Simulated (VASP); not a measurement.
# CsRe (P6/mmm) in VASP: single point with PBE

Aim: the single point of CsRe with PBE.

All numbers are computed with VASP 6.6.1; they aren't measurements. Logs are shortened: lines on timing, memory, paths and dates and some standing lists are left out, and cuts for length are marked.

## 1. The cell of the first run

The structure is hexagonal, space group P6/mmm (No. 191). Conventional cell: a = 3.689 Å, b = 3.689 Å, c = 5.631 Å, α = 90.00°, β = 90.00°, γ = 120.00°. Cs (site symmetry 6/mmm) has 2 Re at 2.82 Å and 6 Cs at 3.69 Å within 3.7 Å. Re (site symmetry 6/mmm) has 2 Cs at 2.82 Å and 6 Re at 3.69 Å within 3.7 Å.

The cell was generated, and may not be a known phase.

## 2. Single point, PBE

The input, INCAR:

```
ALGO = Normal
EDIFF = 1E-6
ENCUT = 560
GGA = PE
GGA_COMPAT = F
ISIF = 2
ISMEAR = 0
LASPH = T
LCHARG = F
LREAL = F
LWAVE = F
NBANDS = 19
NELM = 120
PREC = Accurate
SIGMA = 0.1
```

The input, KPOINTS:

```
k-points
0
Gamma
  6 6 4
```

The input, POSCAR:

```
CsRe
1.0
    3.6893539700      0.0000000000      0.0000000000
   -1.8446769800      3.1950742600      0.0000000000
    0.0000000000      0.0000000000      5.6314427200
Cs Re
1 1
Direct
    0.0000000000      0.0000000000      0.5000000000
    0.0000000000      0.0000000000      0.0000000000
```

Potentials or basis: VASP PAW PBE potentials, release 64 (Cs_sv, Re_sv_GW).

On the command line:

```sh
cat potpaw_PBE.64/Cs_sv/POTCAR potpaw_PBE.64/Re_sv_GW/POTCAR > POTCAR
mpirun -np 1 vasp_std > vasp.out
```

OUTCAR:

```text
EDIFF = 1E-6
   ENCUT = 560
   GGA = PE
   ISIF = 2
   ISMEAR = 0
   LASPH = T
   LREAL = F
   NELM = 120
   PREC = Accurate

 ion  position               nearest neighbor table
   1  0.000  0.000  0.500-   2 2.82   2 2.82
   2  0.000  0.000  0.000-   1 2.82   1 2.82

  LATTYP: Found a hexagonal cell.
 ALAT       =     3.6893539700
 C/A-ratio  =     1.5264034749

  Lattice vectors:

 A1 = (   3.6893539700,   0.0000000000,   0.0000000000)
 A2 = (  -1.8446769800,   3.1950742600,   0.0000000000)
 A3 = (   0.0000000000,   0.0000000000,   5.6314427200)

Analysis of symmetry for initial positions (statically):
=====================================================================
 Subroutine PRICEL returns:
 Original cell was already a primitive cell.

 Routine SETGRP: Setting up the symmetry group for a
 hexagonal supercell.

 Subroutine GETGRP returns: Found 24 space group operations
 (whereof 24 operations were pure point group operations)
 out of a pool of 24 trial point group operations.

The static configuration has the point symmetry D_6h.

Analysis of symmetry for dynamics (positions and initial velocities):
=====================================================================
 Subroutine PRICEL returns:
 Original cell was already a primitive cell.

 Routine SETGRP: Setting up the symmetry group for a
 hexagonal supercell.

 Subroutine GETGRP returns: Found 24 space group operations
 (whereof 24 operations were pure point group operations)
 out of a pool of 24 trial point group operations.

The dynamic configuration has the point symmetry D_6h.

 Subroutine INISYM returns: Found 24 space group operations
 (whereof 24 operations are pure point group operations),
 and found     1 'primitive' translations

----------------------------------------------------------------------------------------

                                     Primitive cell

  volume of cell :      66.3821

  direct lattice vectors                    reciprocal lattice vectors
     3.689353970  0.000000000  0.000000000     0.271050164  0.156490885  0.000000000
    -1.844676980  3.195074260  0.000000000     0.000000000  0.312981771  0.000000000
     0.000000000  0.000000000  5.631442720     0.000000000  0.000000000  0.177574389

  length of vectors
     3.689353970  3.689353966  5.631442720     0.312981771  0.312981771  0.177574389

  position of ions in fractional coordinates (direct lattice)
     0.000000000  0.000000000  0.500000000
     0.000000000  0.000000000  0.000000000

  ion indices of the primitive-cell ions
   primitive index   ion index
                 1           1
                 2           2

----------------------------------------------------------------------------------------

 KPOINTS: k-points

Automatic generation of k-mesh.
 Grid dimensions read from file:
 generate k-points for:    6    6    4

 Generating k-lattice:

  Cartesian coordinates                     Fractional coordinates (reciprocal lattice)
     0.045175027  0.026081814  0.000000000     0.166666667 -0.000000000  0.000000000
     0.000000000  0.052163628  0.000000000     0.000000000  0.166666667  0.000000000
     0.000000000  0.000000000  0.044393597     0.000000000  0.000000000  0.250000000

  Length of vectors
     0.052163628  0.052163628  0.044393597

  Shift w.r.t. Gamma in fractional coordinates (k-lattice)
     0.000000000  0.000000000  0.000000000

 Subroutine IBZKPT returns following result:
 ===========================================

 Found     21 irreducible k-points:

 Following reciprocal coordinates:
            Coordinates               Weight
  0.000000  0.000000  0.000000      1.000000
  0.166667  0.000000  0.000000      6.000000
  0.333333  0.000000  0.000000      6.000000
  0.500000  0.000000  0.000000      3.000000
  0.166667  0.166667  0.000000      6.000000
  0.333333  0.166667  0.000000     12.000000
[... 13 lines left out ...]
  0.333333  0.166667  0.500000     12.000000
  0.333333  0.333333  0.500000      2.000000
   k-points           NKPTS =     21   k-points in BZ     NKDIM =     21   number of bands    NBANDS=     19
   number of dos      NEDOS =    301   number of ions     NIONS =      2
   total plane-waves  NPLWV =  37632
   dimension x,y,z NGX =    28 NGY =   28 NGZ =   48
   dimension x,y,z NGXF=    56 NGYF=   56 NGZF=   96
   ions per type =               1   1
   NGX,Y,Z   is equivalent  to a cutoff of  12.62, 12.62, 14.17 a.u.
   NGXF,Y,Z  is equivalent  to a cutoff of  25.23, 25.23, 28.34 a.u.
 SYSTEM =  unknown system
   PREC   = accura    normal or accurate (medium, high low for compatibility)
   ISTART =      0    job   : 0-new  1-cont  2-samecut
   ICHARG =      2    charge: 1-file 2-atom 10-const
   ISPIN  =      1    spin polarized calculation?
   LNONCOLLINEAR =      F non collinear calculations
   LSORBIT =      F    spin-orbit coupling
   LASPH  =      T    aspherical Exc in radial PAW
   ENCUT  =  560.0 eV  41.16 Ry    6.42 a.u.   7.12  7.12 10.87*2*pi/ulx,y,z
   NELM   =    120;   NELMIN=  2; NELMDL= -5     # of ELM steps
   EDIFF  = 0.1E-05   stopping-criterion for ELM
   LREAL  =      F    real-space projection
   EDIFFG = 0.1E-04   stopping-criterion for IOM
   NSW    =      0    number of steps for IOM
   IBRION =     -1    ionic relax: 0-MD 1-quasi-New 2-CG
   NFREE  =      0    steps in history (QN), initial steepest desc. (CG)
   ISIF   =      2    stress and relaxation
   ISYM   =      2    0-nonsym 1-usesym 2-fastsym
   POTIM  = 0.5000    time-step for ionic-motion
   TEBEG  =    0.0;   TEEND  =   0.0 temperature during run
   PSTRESS=    0.0 pullay stress
   NELECT =      24.0000    total number of electrons
   NUPDOWN=      -1.0000    fix difference up-down
   EMIN   =  10.00;   EMAX   =-10.00  energy-range for DOS
   EFERMI =   0.00;   METHOD = LEGACY
   ISMEAR =     0;   SIGMA  =   0.10  broadening in eV -4-tet -1-fermi 0-gaus
   EFERMI_NEDOS =   21; number of points for ismear=-14 and -15
   IALGO  =     38    algorithm
   IMIX   =      4    mixing-type and parameters
     AMIX     =   0.40;   BMIX     =  1.00
     AMIX_MAG =   1.60;   BMIX_MAG =  1.00
  volume/ion in A,a.u.               =      33.19       223.98
  Fermi-wavevector in a.u.,A,eV,Ry     =   1.166259  2.203910 18.506094  1.360160
  Thomas-Fermi vector in A             =   2.302774
   LORBIT       =      0    0 simple, 1 ext, 2 COOP (PROOUT), +10 PAW based schemes
   GGA     = PE    functional components
   LHFCALC =     F    Hartree Fock is set to
   AEXX    =    0.0000 exact exchange contribution
   IVDW    =     0    specifies the selected vdW correction
   LEPSILON=     F    determine dielectric tensor
   LRPA    =     F    only Hartree local field effects (RPA)
 non-spin polarized calculation
 Gauss-broadening in eV      SIGMA  =   0.10
  energy-cutoff  :      560.00
  volume of cell :       66.38
 maximum number of plane-waves:      2019
   NGX = 15   NGY = 15   NGZ = 21

 number of electron      24.0000000 magnetization

 Free energy of the ion-electron system (eV)
  ---------------------------------------------------
  ext. energy  EPLUGINS =         0.00000000
  ---------------------------------------------------
  free energy    TOTEN  =        -8.36274117 eV

  energy without entropy =       -8.31276221  energy(sigma->0) =       -8.33775169

 E-fermi :   3.9784     XC(G=0):  -9.6574

 val. band max:        3.9631368107   @ k =   0.1667   0.0000   0.2500
 cond. band min:       3.9894735702   @ k =   0.5000   0.0000   0.2500
 fundamental gap:      0.0263367595
 Fermi energy:         3.9784093448

 k-point     1 :       0.0000    0.0000    0.0000
  band No.  band energies     occupation
      1     -75.5832      2.00000
      2     -37.3937      2.00000
      3     -37.3650      2.00000
      4     -37.3650      2.00000
      5     -19.0265      2.00000
      6      -6.0465      2.00000
[... 11 lines left out ...]
     18       8.9633      0.00000
     19      12.9087      0.00000

 k-point     2 :       0.1667    0.0000    0.0000
  band No.  band energies     occupation
      1     -75.5831      2.00000
      2     -37.3930      2.00000
      3     -37.3729      2.00000
      4     -37.3671      2.00000
      5     -18.9275      2.00000
      6      -5.9286      2.00000
[... 11 lines left out ...]
     18       9.8151      0.00000
     19      12.4922      0.00000

 k-point     3 :       0.3333    0.0000    0.0000
  band No.  band energies     occupation
      1     -75.5827      2.00000
      2     -37.3914      2.00000
      3     -37.3888      2.00000
      4     -37.3712      2.00000
      5     -18.7179      2.00000
      6      -6.3672      2.00000
[... 11 lines left out ...]
     18      11.3445      0.00000
     19      11.5576      0.00000

 k-point     4 :       0.5000    0.0000    0.0000
  band No.  band energies     occupation
      1     -75.5825      2.00000
      2     -37.3966      2.00000
      3     -37.3904      2.00000
      4     -37.3732      2.00000
      5     -18.6064      2.00000
      6      -6.8908      2.00000
[... 11 lines left out ...]
     18      11.2192      0.00000
     19      12.2658      0.00000

 k-point     5 :       0.1667    0.1667    0.0000
  band No.  band energies     occupation
      1     -75.5828      2.00000
      2     -37.3918      2.00000
      3     -37.3833      2.00000
      4     -37.3717      2.00000
      5     -18.7721      2.00000
      6      -5.9684      2.00000
[... 11 lines left out ...]
     18      10.6632      0.00000
     19      11.4989      0.00000
[... 268 lines left out ...]
      2     -37.3967      2.00000
      3     -37.3921      2.00000
      4     -37.3736      2.00000
      5     -18.5504      2.00000
      6      -6.9237      2.00000
[... 11 lines left out ...]
     18       9.1600      0.00000
     19      10.4508      0.00000

 k-point    19 :       0.1667    0.1667    0.5000
  band No.  band energies     occupation
      1     -75.5828      2.00000
      2     -37.3934      2.00000
      3     -37.3835      2.00000
      4     -37.3716      2.00000
      5     -18.7165      2.00000
      6      -6.4411      2.00000
[... 11 lines left out ...]
     18       8.0764      0.00000
     19       9.2663      0.00000

 k-point    20 :       0.3333    0.1667    0.5000
  band No.  band energies     occupation
      1     -75.5825      2.00000
      2     -37.3926      2.00000
      3     -37.3919      2.00000
      4     -37.3774      2.00000
      5     -18.5513      2.00000
      6      -6.6568      2.00000
[... 11 lines left out ...]
     18       8.5389      0.00000
     19      10.0219      0.00000

 k-point    21 :       0.3333    0.3333    0.5000
  band No.  band energies     occupation
      1     -75.5825      2.00000
      2     -37.3916      2.00000
      3     -37.3875      2.00000
      4     -37.3875      2.00000
      5     -18.4948      2.00000
      6      -6.2821      2.00000
[... 11 lines left out ...]
     18       8.8403      0.00000
     19       8.8828      0.00000

------------------------ aborting loop because EDIFF is reached ----------------------------------------

  FORCE on cell =-STRESS in cart. coord.  units (eV):
  Direction    XX          YY          ZZ          XY          YZ          ZX
  --------------------------------------------------------------------------------------
  -------------------------------------------------------------------------------------
  Total       -5.4583097     -5.4583097      1.9432714     -0.0000000     -0.0000000      0.0000000
  in kB     -131.7400429   -131.7400427     46.9021855     -0.0000002     -0.0000000      0.0000000
  external PRESSURE =     -72.1926334 kB  Pullay stress =       0.0000000 kB

 VOLUME and BASIS-vectors are now :
 -----------------------------------------------------------------------------
  energy-cutoff  :      560.00
  volume of cell :       66.38
      direct lattice vectors                 reciprocal lattice vectors
     3.689353970  0.000000000  0.000000000     0.271050164  0.156490885  0.000000000
    -1.844676980  3.195074260  0.000000000     0.000000000  0.312981771  0.000000000
     0.000000000  0.000000000  5.631442720     0.000000000  0.000000000  0.177574389

 POSITION                                       TOTAL-FORCE (eV/Angst)
 -----------------------------------------------------------------------------------
      0.00000      0.00000      2.81572        -0.000000      0.000000      0.000000
      0.00000      0.00000      0.00000         0.000000      0.000000      0.000000
 -----------------------------------------------------------------------------------
    total drift:                               -0.000000      0.000000     -0.000000

  FREE ENERGIE OF THE ION-ELECTRON SYSTEM (eV)
  ---------------------------------------------------
  free  energy   TOTEN  =        -8.3627411659 eV

  energy  without entropy=       -8.3127622140  energy(sigma->0) =       -8.33775169
```

It took 35 s on 1 thread of AMD EPYC 7R13 (Zen 3), shared host; peak memory 0.17 GiB.

Results:

| Quantity | Value |
| --- | --- |
| Free energy | -8.3627 eV |
| Pressure | -7.2 GPa |
| Band gap on the k mesh | zero (bands 12 and 13 overlap by 0.85 eV) |

Stress tensor (GPa, compression positive):
```
-13.17   0.00   0.00
  0.00 -13.17   0.00
  0.00   0.00   4.69
```

Caveat: the stress differs along the axes, from -13 to 5 GPa; spin-orbit coupling is left out, which moves the levels of the heavy elements.

The gap in the log of VASP goes by the Fermi energy; the results here count the filled bands.